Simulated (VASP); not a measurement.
Crystal: ZrF.

```
Zr F
1.0
     3.49239    0.00000    0.00000
    -1.74619    3.02450    0.00000
     0.00000    0.00000    5.59294
Zr F
2 2
Cartesian
  0.0000 2.0163 0.0000
  1.7462 1.0082 2.7965
  0.0000 2.0163 2.1371
  1.7462 1.0082 4.9335
```

| Property | Result |
| --- | --- |
| Program | VASP 6.6.1 |
| Task | relaxation of cell and atoms |
| Functional | PBE |
| Potentials or basis | VASP PAW PBE potentials, release 64 (Zr_sv, F) |
| Cutoff | 600 eV |
| k mesh | 6 × 6 × 4 |
| Occupations | gaussian, width 0.1 eV |
| Spin | no spin polarisation |

At the start: pressure 22.6 GPa; volume 14.77 Å³/atom.

Problem. Where does the relaxation end?

Solution. Over 16 steps the energy falls by 409.1 meV/atom and the volume is 16.09 Å³/atom (+8.9 %); space group P6_3mc (No. 186, to 0.05 Å).

The path:
| step | energy change (eV) | largest force (eV/Å) | pressure (GPa) | volume (Å³) |
| --- | --- | --- | --- | --- |
| 1 | 0.0000 | 0.6224 | 22.65 | 59.08 |
| 2 | -0.3494 | 0.3649 | -10.63 | 78.76 |
| 3 | -0.6737 | 0.4687 | -1.12 | 69.56 |
| 4 | -0.6738 | 0.4718 | -0.80 | 69.34 |
| 5 | -0.7692 | 0.4846 | -0.80 | 69.21 |
| 6 | -0.9891 | 0.7149 | -0.59 | 68.53 |
| 7 | -1.5865 | 0.3389 | -1.69 | 66.01 |
| 8 | 1.1595 | 0.6970 | 8.64 | 57.13 |
| 9 | -1.5862 | 0.5885 | -1.18 | 65.47 |
| 10 | -1.5084 | 0.0398 | -0.69 | 63.02 |
| 11 | -1.6134 | 0.3130 | -1.31 | 64.66 |
| 12 | -1.6246 | 0.0527 | 2.73 | 62.82 |
| 13 | -1.6298 | 0.1619 | 1.22 | 63.47 |
| 14 | -1.6333 | 0.1500 | -0.35 | 64.39 |
| 15 | -1.6358 | 0.0287 | 0.24 | 64.03 |
| 16 | -1.6365 | 0.0124 | -0.23 | 64.36 |

Final structure:
```
Zr F
1.0
     3.16960    0.00000    0.00000
    -1.58480    2.74496    0.00000
     0.00000    0.00000    7.39764
Zr F
2 2
Direct
  0.33333 0.66667 0.04204
  0.66667 0.33333 0.54204
  0.33333 0.66667 0.34006
  0.66667 0.33333 0.84006
```
